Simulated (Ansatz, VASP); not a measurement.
SiC: VASP beside Ansatz

```
CELL_PARAMETERS angstrom
-2.97940 2.97940 2.97940
2.97940 -2.97940 2.97940
2.97940 2.97940 -2.97940
ATOMIC_POSITIONS crystal
Si 0.12500 0.75000 0.87500
Si 0.62500 0.37500 0.25000
Si 0.75000 0.87500 0.12500
Si 0.87500 0.12500 0.75000
Si 0.37500 0.25000 0.62500
Si 0.25000 0.62500 0.37500
C 0.75000 0.37500 0.62500
C 0.12500 0.87500 0.25000
C 0.25000 0.12500 0.87500
C 0.37500 0.62500 0.75000
C 0.87500 0.25000 0.12500
C 0.62500 0.75000 0.37500
```

Alike in both runs: task single point; functional PBE; k mesh 4 × 4 × 4; occupations gaussian, width 0.1 eV; no spin polarisation.

|  | VASP | Ansatz |
| --- | --- | --- |
| version | VASP 6.6.1 | Ansatz 0.2.0 |
| potentials or method | VASP PAW PBE potentials, release 64 (Si, C), cutoff 520 eV | scalar-relativistic, plane waves, PAW |
| valence electrons in the cell | 48 | 48 |

|  | VASP | Ansatz | Ansatz less VASP |
| --- | --- | --- | --- |
| gap on the k mesh at the Fermi level (eV) | 0.23 | 0.24 | +0.009 |
| least direct gap on the mesh (eV) | 0.23 | 0.24 | +0.009 |
